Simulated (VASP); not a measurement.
# PdPt (R-3m) in VASP: notebook

PdPt is run at these levels: LDA; tasks: single point.

Program: VASP 6.6.1. These are calculated values, not measurements. Logs are shortened: lines on timing, memory, paths and dates and some standing lists are left out, and cuts for length are marked.

## 1. The cell of the first run

It takes space group R-3m (No. 166, trigonal). Conventional cell: a = 2.767 Å, b = 2.767 Å, c = 13.681 Å, α = 90.00°, β = 90.00°, γ = 120.00°. Within 3.6 Å of Pd (site symmetry -3m) lie 6 Pd at 2.77 Å and 6 Pt at 2.78 Å. Pt (site symmetry -3m) has 6 Pt at 2.77 Å and 6 Pd at 2.78 Å within 3.6 Å.

## 2. Single point, LDA, collinear spin

The input, INCAR:

```
SYSTEM = PdPt
PREC = Accurate ; ENCUT = 500
EDIFF = 1E-6 ; ISMEAR = -1
SIGMA = 0.03 ; LREAL = .FALSE.
LASPH = .TRUE. ; NELM = 200
ALGO = Normal ; ISIF = 2
LWAVE = .FALSE. ; LCHARG = .TRUE.
ISPIN = 2 ; MAGMOM = 1.2 1.2
LORBIT = 11 ; NUPDOWN = 2.4
LMAXMIX = 4 ; LELF = .TRUE.
LVHAR = .TRUE. ; NBANDS = 21
GGA_COMPAT = .FALSE.
```

The input, KPOINTS:

```
regular mesh
0
G
  12 12 12
  0 0 0
```

The input, POSCAR:

```
PdPt
1.0
    1.3834012978      0.7987071117      4.5603668681
   -1.3834012978      0.7987071117      4.5603668681
    0.0000000000     -1.5974142234      4.5603668681
Pd Pt
1 1
Direct
    0.0000000000      0.0000000000      0.0000000000
    0.5000000000      0.5000000000      0.5000000000
```

Potentials or basis: VASP PAW LDA potentials, release 64 (Pd, Pt).

Started as:

```console
> cat potpaw_LDA.64/Pd/POTCAR potpaw_LDA.64/Pt/POTCAR > POTCAR
> mpirun -np 1 vasp_std > vasp.out
```

OUTCAR:

```text
SYSTEM = PdPt
   PREC = Accurate
   ENCUT = 500
   EDIFF = 1E-6
   ISMEAR = -1
   LREAL = .FALSE.
   LASPH = .TRUE.
   NELM = 200
   ISIF = 2
   ISPIN = 2
   LORBIT = 11
   NUPDOWN = 2.4

 ion  position               nearest neighbor table
   1  0.000  0.000  0.000-   2 2.78   2 2.78   2 2.78   2 2.78   2 2.78   2 2.78
   2  0.500  0.500  0.500-   1 2.78   1 2.78   1 2.78   1 2.78   1 2.78   1 2.78

  LATTYP: Found a trigonal (rhomboedric) cell.
 ALAT       =     4.8320469961
 COS(alpha) =     0.8360678804

  Lattice vectors:

 A1 = (   1.3834012978,   0.7987071117,   4.5603668681)
 A2 = (  -1.3834012978,   0.7987071117,   4.5603668681)
 A3 = (   0.0000000000,  -1.5974142234,   4.5603668681)

Analysis of symmetry for initial positions (statically):
=====================================================================
 Subroutine PRICEL returns:
 Original cell was already a primitive cell.

 Routine SETGRP: Setting up the symmetry group for a
 trigonal (rhombohedral) supercell.

 Subroutine GETGRP returns: Found 12 space group operations
 (whereof 12 operations were pure point group operations)
 out of a pool of 12 trial point group operations.

The static configuration has the point symmetry D_3d.

Analysis of symmetry for dynamics (positions and initial velocities):
=====================================================================
 Subroutine PRICEL returns:
 Original cell was already a primitive cell.

 Routine SETGRP: Setting up the symmetry group for a
 trigonal (rhombohedral) supercell.

 Subroutine GETGRP returns: Found 12 space group operations
 (whereof 12 operations were pure point group operations)
 out of a pool of 12 trial point group operations.

The dynamic configuration has the point symmetry D_3d.

Analysis of structural, dynamic, and magnetic symmetry:
=====================================================================
 Subroutine PRICEL returns:
 Original cell was already a primitive cell.

 Routine SETGRP: Setting up the symmetry group for a
 trigonal (rhombohedral) supercell.

 Subroutine GETGRP returns: Found 12 space group operations
 (whereof 12 operations were pure point group operations)
 out of a pool of 12 trial point group operations.

The overall configuration has the point symmetry D_3d.

 Subroutine INISYM returns: Found 12 space group operations
 (whereof 12 operations are pure point group operations),
 and found     1 'primitive' translations

----------------------------------------------------------------------------------------

[... 114 lines left out ...]
  Fermi-wavevector in a.u.,A,eV,Ry     =   1.426448  2.695596 27.684503  2.034754
  Thomas-Fermi vector in A             =   2.546724
   LORBIT       =     11    0 simple, 1 ext, 2 COOP (PROOUT), +10 PAW based schemes
   GGA     = CA    functional components
   LHFCALC =     F    Hartree Fock is set to
   AEXX    =    0.0000 exact exchange contribution
   IVDW    =     0    specifies the selected vdW correction
   LEPSILON=     F    determine dielectric tensor
   LRPA    =     F    only Hartree local field effects (RPA)
 spin polarized calculation
  energy-cutoff  :      500.00
  volume of cell :       30.23
 maximum number of plane-waves:       781
   NGX = 17   NGY = 17   NGZ = 17

 number of electron      19.9999999 magnetization       2.4000000

 Free energy of the ion-electron system (eV)
  ---------------------------------------------------
  ext. energy  EPLUGINS =         0.00000000
  ---------------------------------------------------
  free energy    TOTEN  =       -12.84432297 eV

  energy without entropy =      -12.84043241  energy(sigma->0) =      -12.84237769

 E-fermi :   9.6341     XC(G=0): -13.5480

 val. band max:       12.6352346145   @ k =  -0.4167   0.0833   0.0833
 cond. band min:       9.6365621152   @ k =   0.4167   0.4167   0.3333
 fundamental gap:     -2.9986724994
 Fermi energy:        12.6603616384

 spin component 1

 k-point     1 :       0.0000    0.0000    0.0000
  band No.  band energies     occupation
      1       1.0781      1.00000
      2       3.7173      1.00000
      3       6.2639      1.00000
      4       6.2639      1.00000
      5       6.3543      1.00000
      6       6.5407      1.00000
[... 565 lines left out ...]
     20      32.7394      0.00000
     21      34.1116      0.00000

 [... further k-points ...]

 spin component 2

 k-point     1 :       0.0000    0.0000    0.0000
  band No.  band energies     occupation
      1       1.4429      1.00000
      2       4.2376      1.00000
      3       6.9318      1.00000
      4       6.9318      1.00000
      5       7.0264      1.00000
      6       7.1928      1.00000
[... 565 lines left out ...]
     20      33.1242      0.00000
     21      34.5212      0.00000

 [... further k-points ...]

------------------------ aborting loop because EDIFF is reached ----------------------------------------

  FORCE on cell =-STRESS in cart. coord.  units (eV):
  Direction    XX          YY          ZZ          XY          YZ          ZX
  --------------------------------------------------------------------------------------
  -------------------------------------------------------------------------------------
  Total       -0.3591415     -0.3591415     -0.7137424      0.0000000      0.0000000      0.0000000
  in kB      -19.0322183    -19.0322183    -37.8238141      0.0000000      0.0000000      0.0000000
  external PRESSURE =     -25.2960836 kB  Pullay stress =       0.0000000 kB

 VOLUME and BASIS-vectors are now :
 -----------------------------------------------------------------------------
  energy-cutoff  :      500.00
  volume of cell :       30.23
      direct lattice vectors                 reciprocal lattice vectors
     1.383401298  0.798707112  4.560366868     0.361428026  0.208670568  0.073093535
    -1.383401298  0.798707112  4.560366868    -0.361428026  0.208670568  0.073093535
     0.000000000 -1.597414223  4.560366868     0.000000000 -0.417341136  0.073093535

 POSITION                                       TOTAL-FORCE (eV/Angst)
 -----------------------------------------------------------------------------------
      0.00000      0.00000      0.00000        -0.000000      0.000000      0.000000
      0.00000      0.00000      6.84055         0.000000     -0.000000     -0.000000
 -----------------------------------------------------------------------------------
    total drift:                                0.000000     -0.000000      0.000000

  FREE ENERGIE OF THE ION-ELECTRON SYSTEM (eV)
  ---------------------------------------------------
  free  energy   TOTEN  =       -12.8443229703 eV

  energy  without entropy=      -12.8404324123  energy(sigma->0) =      -12.84237769

 total charge

# of ion       s       p       d       tot
------------------------------------------
    1        0.506   0.568   8.340   9.414
    2        0.683   0.631   7.903   9.217
--------------------------------------------------
tot          1.189   1.199  16.243  18.631

 magnetization (x)

# of ion       s       p       d       tot
------------------------------------------
    1        0.042   0.074   0.953   1.069
    2        0.045   0.093   1.106   1.244
--------------------------------------------------
tot          0.086   0.167   2.060   2.313
```

OSZICAR:

```text
N       E                     dE             d eps       ncg     rms          rms(c)
DAV:   1     0.109446198848E+03    0.10945E+03   -0.90472E+03 15876   0.855E+02
DAV:   2    -0.112367302118E+02   -0.12068E+03   -0.11278E+03 18006   0.222E+02
DAV:   3    -0.138370434014E+02   -0.26003E+01   -0.25760E+01 18705   0.333E+01
DAV:   4    -0.138538599095E+02   -0.16817E-01   -0.16814E-01 18580   0.284E+00
DAV:   5    -0.138540966487E+02   -0.23674E-03   -0.23674E-03 19799   0.332E-01    0.174E+01
DAV:   6    -0.129928050783E+02    0.86129E+00   -0.17697E+00 18342   0.115E+01    0.951E+00
DAV:   7    -0.130677132379E+02   -0.74908E-01   -0.14843E+00 18671   0.130E+01    0.757E+00
DAV:   8    -0.128559711988E+02    0.21174E+00   -0.63029E-01 18066   0.955E+00    0.332E+00
DAV:   9    -0.128458991867E+02    0.10072E-01   -0.34144E-02 18942   0.174E+00    0.123E+00
DAV:  10    -0.128443113826E+02    0.15878E-02   -0.31006E-03 19408   0.490E-01    0.132E-01
DAV:  11    -0.128443225335E+02   -0.11151E-04   -0.17698E-04 19601   0.108E-01    0.552E-02
DAV:  12    -0.128443236576E+02   -0.11241E-05   -0.13017E-05 19294   0.307E-02    0.263E-02
DAV:  13    -0.128443229703E+02    0.68729E-06   -0.29345E-06 19011   0.123E-02
   1 F= -.12844323E+02 E0= -.12842378E+02  d E =-.389056E-02  mag=     2.4000
```

stdout:

```text
POSCAR found type information on POSCAR PdPt
 POSCAR found :  2 types and       2 ions
 scaLAPACK will be used
 LDA part: xc-table for (Slater(with rela. corr.)+CA(PZ))
 , standard interpolation
 POSCAR, INCAR and KPOINTS ok, starting setup
 FFT: planning ... GRIDC
 FFT: planning ... GRID_SOFT
 FFT: planning ... GRID
 WAVECAR not read
 entering main loop
```

Wall time 8.3 min (1 thread of Oxide Virtual Turin-like, shared host); peak memory 0.29 GiB.

Results:

* Free energy: -12.8443 eV
* Pressure: -2.5 GPa
* Net moment: 2.40 μB per cell
* Site moments: Pd +1.07; Pt +1.24 μB
* Valence electrons inside the program's atomic spheres: Pd 9.41; Pt 9.22

Caveat: spin-orbit coupling is left out, which moves the levels of the heavy elements; the total moment is fixed, so each spin has its own Fermi level and the state may be an excited one.

## 3. Single point, LDA, collinear spin

The input, INCAR:

```
ALGO = Normal
EDIFF = 1E-6
ENCUT = 500
GGA_COMPAT = F
ISIF = 2
ISMEAR = -1
ISPIN = 2
LASPH = T
LCHARG = T
LELF = T
LMAXMIX = 4
LORBIT = 11
LREAL = F
LVHAR = T
LWAVE = F
MAGMOM = 1.6 1.6
NBANDS = 21
NELM = 200
NUPDOWN = 3.2
PREC = Accurate
SIGMA = 0.03
```

The input, KPOINTS:

```
k-points
0
Gamma
  12 12 12
```

POSCAR is that of step 2.

Potentials or basis: VASP PAW LDA potentials, release 64 (Pd, Pt).

Started as:

```console
> cat potpaw_LDA.64/Pd/POTCAR potpaw_LDA.64/Pt/POTCAR > POTCAR
> mpirun -np 1 vasp_std > vasp.out
```

OUTCAR:

```text
EDIFF = 1E-6
   ENCUT = 500
   ISIF = 2
   ISMEAR = -1
   ISPIN = 2
   LASPH = T
   LORBIT = 11
   LREAL = F
   NELM = 200
   NUPDOWN = 3.2
   PREC = Accurate

 ion  position               nearest neighbor table
   1  0.000  0.000  0.000-   2 2.78   2 2.78   2 2.78   2 2.78   2 2.78   2 2.78
   2  0.500  0.500  0.500-   1 2.78   1 2.78   1 2.78   1 2.78   1 2.78   1 2.78

  LATTYP: Found a trigonal (rhomboedric) cell.
 ALAT       =     4.8320469961
 COS(alpha) =     0.8360678804

  Lattice vectors:

 A1 = (   1.3834012978,   0.7987071117,   4.5603668681)
 A2 = (  -1.3834012978,   0.7987071117,   4.5603668681)
 A3 = (   0.0000000000,  -1.5974142234,   4.5603668681)

Analysis of symmetry for initial positions (statically):
=====================================================================
 Subroutine PRICEL returns:
 Original cell was already a primitive cell.

 Routine SETGRP: Setting up the symmetry group for a
 trigonal (rhombohedral) supercell.

 Subroutine GETGRP returns: Found 12 space group operations
 (whereof 12 operations were pure point group operations)
 out of a pool of 12 trial point group operations.

The static configuration has the point symmetry D_3d.

Analysis of symmetry for dynamics (positions and initial velocities):
=====================================================================
 Subroutine PRICEL returns:
 Original cell was already a primitive cell.

 Routine SETGRP: Setting up the symmetry group for a
 trigonal (rhombohedral) supercell.

 Subroutine GETGRP returns: Found 12 space group operations
 (whereof 12 operations were pure point group operations)
 out of a pool of 12 trial point group operations.

The dynamic configuration has the point symmetry D_3d.

Analysis of structural, dynamic, and magnetic symmetry:
=====================================================================
 Subroutine PRICEL returns:
 Original cell was already a primitive cell.

 Routine SETGRP: Setting up the symmetry group for a
 trigonal (rhombohedral) supercell.
[... 146 lines left out ...]
  ext. energy  EPLUGINS =         0.00000000
  ---------------------------------------------------
  free energy    TOTEN  =       -11.24047906 eV

  energy without entropy =      -11.23576570  energy(sigma->0) =      -11.23812238

 E-fermi :   9.3353     XC(G=0): -13.5650

 val. band max:       14.2554107998   @ k =   0.5000   0.1667   0.0833
 cond. band min:       9.3381030912   @ k =   0.5000   0.3333   0.0833
 fundamental gap:     -4.9173077085
 Fermi energy:        14.2624947622

 spin component 1

 k-point     1 :       0.0000    0.0000    0.0000
  band No.  band energies     occupation
      1       0.9878      1.00000
      2       3.5748      1.00000
      3       6.0738      1.00000
      4       6.0738      1.00000
      5       6.1464      1.00000
      6       6.3422      1.00000
[... 565 lines left out ...]
     20      32.6407      0.00000
     21      33.8880      0.00000

 [... further k-points ...]

 spin component 2

 k-point     1 :       0.0000    0.0000    0.0000
  band No.  band energies     occupation
      1       1.5343      1.00000
      2       4.2933      1.00000
      3       6.9348      1.00000
      4       6.9348      1.00000
      5       7.0147      1.00000
      6       7.1866      1.00000
[... 565 lines left out ...]
     20      33.2163      0.00000
     21      34.6094      0.00000

 [... further k-points ...]

------------------------ aborting loop because EDIFF is reached ----------------------------------------

  FORCE on cell =-STRESS in cart. coord.  units (eV):
  Direction    XX          YY          ZZ          XY          YZ          ZX
  --------------------------------------------------------------------------------------
  -------------------------------------------------------------------------------------
  Total        1.3054290      1.3054290      0.7273245      0.0000000     -0.0000000     -0.0000000
  in kB       69.1794467     69.1794467     38.5435799      0.0000000     -0.0000000     -0.0000000
  external PRESSURE =      58.9674911 kB  Pullay stress =       0.0000000 kB

 VOLUME and BASIS-vectors are now :
 -----------------------------------------------------------------------------
  energy-cutoff  :      500.00
  volume of cell :       30.23
      direct lattice vectors                 reciprocal lattice vectors
     1.383401298  0.798707112  4.560366868     0.361428026  0.208670568  0.073093535
    -1.383401298  0.798707112  4.560366868    -0.361428026  0.208670568  0.073093535
     0.000000000 -1.597414223  4.560366868     0.000000000 -0.417341136  0.073093535

 POSITION                                       TOTAL-FORCE (eV/Angst)
 -----------------------------------------------------------------------------------
      0.00000      0.00000      0.00000         0.000000      0.000000     -0.000000
      0.00000      0.00000      6.84055         0.000000     -0.000000      0.000000
 -----------------------------------------------------------------------------------
    total drift:                                0.000000     -0.000000      0.000000

  FREE ENERGIE OF THE ION-ELECTRON SYSTEM (eV)
  ---------------------------------------------------
  free  energy   TOTEN  =       -11.2404790559 eV

  energy  without entropy=      -11.2357656995  energy(sigma->0) =      -11.23812238

 total charge

# of ion       s       p       d       tot
------------------------------------------
    1        0.522   0.634   8.242   9.398
    2        0.708   0.684   7.804   9.195
--------------------------------------------------
tot          1.230   1.318  16.045  18.593

 magnetization (x)

# of ion       s       p       d       tot
------------------------------------------
    1        0.070   0.166   1.176   1.412
    2        0.083   0.173   1.381   1.637
--------------------------------------------------
tot          0.152   0.339   2.558   3.049
```

OSZICAR:

```text
N       E                     dE             d eps       ncg     rms          rms(c)
DAV:   1     0.110765478543E+03    0.11077E+03   -0.90490E+03 15876   0.856E+02
DAV:   2    -0.984864689892E+01   -0.12061E+03   -0.11292E+03 17996   0.222E+02
DAV:   3    -0.124376972795E+02   -0.25891E+01   -0.25662E+01 18725   0.332E+01
DAV:   4    -0.124545648182E+02   -0.16868E-01   -0.16865E-01 18593   0.284E+00
DAV:   5    -0.124548023354E+02   -0.23752E-03   -0.23751E-03 19801   0.332E-01    0.204E+01
DAV:   6    -0.114044058876E+02    0.10504E+01   -0.18280E+00 18555   0.118E+01    0.110E+01
DAV:   7    -0.114547510183E+02   -0.50345E-01   -0.13000E+00 18941   0.123E+01    0.846E+00
DAV:   8    -0.112675758134E+02    0.18718E+00   -0.74765E-01 18226   0.104E+01    0.433E+00
DAV:   9    -0.112427793543E+02    0.24796E-01   -0.89797E-02 18850   0.297E+00    0.145E+00
DAV:  10    -0.112404563363E+02    0.23230E-02   -0.66340E-03 19091   0.837E-01    0.146E-01
DAV:  11    -0.112404790860E+02   -0.22750E-04   -0.22726E-04 19862   0.147E-01    0.586E-02
DAV:  12    -0.112404792147E+02   -0.12872E-06   -0.12814E-05 19223   0.259E-02    0.283E-02
DAV:  13    -0.112404790559E+02    0.15888E-06   -0.28358E-06 19424   0.146E-02
   1 F= -.11240479E+02 E0= -.11238122E+02  d E =-.471336E-02  mag=     3.2000
```

Wall time 7.5 min (1 thread of Oxide Virtual Turin-like, shared host); peak memory 0.29 GiB.

What came out:

```
Free energy                                           : -11.2405 eV
Pressure                                              : 5.9 GPa
Net moment                                            : 3.20 μB per cell
Site moments                                          : Pd +1.41; Pt +1.64 μB
Valence electrons inside the program's atomic spheres : Pd 9.40; Pt 9.20
```

Caveat: the cell stands under pressure; spin-orbit coupling is left out, which moves the levels of the heavy elements; the total moment is fixed, so each spin has its own Fermi level and the state may be an excited one.

## 4. Single point, LDA, collinear spin

The input, INCAR:

```
SYSTEM = PdPt
PREC = Accurate
ENCUT = 500
EDIFF = 1E-6
ISMEAR = -1
SIGMA = 0.03
LREAL = .False.
LASPH = .True.
NELM = 200
ALGO = Normal
ISIF = 2
LWAVE = .False.
LCHARG = .True.
ISPIN = 2
MAGMOM = 1.6 1.6
LORBIT = 11
NUPDOWN = 3.2
LMAXMIX = 4
LELF = .True.
LVHAR = .True.
NBANDS = 21
GGA_COMPAT = .False.
```

The input, KPOINTS:

```
Automatic mesh
0
Gamma
  12 12 12
  0 0 0
```

POSCAR is that of step 3.

Started as:

```console
> cat potpaw_LDA.64/Pd/POTCAR potpaw_LDA.64/Pt/POTCAR > POTCAR
> mpirun -np 1 vasp_std > vasp.out
```

Wall time 7.8 min (1 thread of Oxide Virtual Turin-like, shared host); peak memory 0.29 GiB.

Results (log left out):

- Free energy: -11.2405 eV
- Pressure: 5.9 GPa
- Net moment: 3.20 μB per cell
- Site moments: Pd +1.41; Pt +1.64 μB
- Valence electrons inside the program's atomic spheres: Pd 9.40; Pt 9.20

Stress tensor (GPa, compression positive):
```
6.92 0.00 0.00
0.00 6.92 0.00
0.00 0.00 3.85
```

Caveat: the cell stands under pressure; spin-orbit coupling is left out, which moves the levels of the heavy elements; the total moment is fixed, so each spin has its own Fermi level and the state may be an excited one.
